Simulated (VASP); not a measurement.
**In3GaAs4: single point with PBE**

In3GaAs4:

```xyz
8
Lattice="4.2371 0.0000 0.0000 0.0000 4.2371 0.0000 0.0000 0.0000 12.0291" Properties=species:S:1:pos:R:3 pbc="T T T"
Ga    0.0000    0.0000    0.0000
As    0.0000    2.1185    1.3355
As    2.1185    0.0000    4.4576
As    0.0000    2.1185    7.5715
As    2.1185    0.0000   10.6936
In    2.1185    2.1185    2.9017
In    0.0000    0.0000    6.0146
In    2.1185    2.1185    9.1274
```

```
Program             : VASP 6.6.1
Task                : single point
Functional          : PBE
Potentials or basis : VASP PAW PBE potentials, release 64 (Ga_d, As, In_d)
Cutoff              : 500 eV
k mesh              : 6 × 6 × 2
Occupations         : fermi-dirac, width 0.02 eV
Spin                : non-collinear spin, zero start, spin-orbit coupling
Starting moments    : [[0.0, 0.0, 0.0], [0.0, 0.0, 0.0], [0.0, 0.0, 0.0], [0.0, 0.0, 0.0], [0.0, 0.0, 0.0], [0.0, 0.0, 0.0], [0.0, 0.0, 0.0], [0.0, 0.0, 0.0]] μB
```

- Pressure: 2.3 GPa
- Largest force: 0.006 eV/Å
- Net moment: 0.00 μB per cell
- Valence electrons inside the program's atomic spheres: Ga 11.59; As 2.80, 2.81 (each value once); In 11.46

Forces in eV/Å, atoms in the order of the input:
```
Ga   0.000  0.000  0.000
As   0.000  0.000  0.006
As   0.000  0.000  0.003
As   0.000  0.000 -0.003
As   0.000  0.000 -0.006
In   0.000  0.000  0.003
In   0.000  0.000  0.000
In   0.000  0.000 -0.003
```

Moments on the atoms (μB; x, y, z):
```
Ga  0.00 0.00 0.00
As  0.00 0.00 0.00
As  0.00 0.00 0.00
As  0.00 0.00 0.00
As  0.00 0.00 0.00
In  0.00 0.00 0.00
In  0.00 0.00 0.00
In  0.00 0.00 0.00
```

Run time: 11 min on 4 MPI ranks on Intel(R) Xeon(R) Platinum 8259CL CPU @ 2.50GHz (Skylake/Cascade Lake), on a shared host, peak memory 1 GiB a rank.
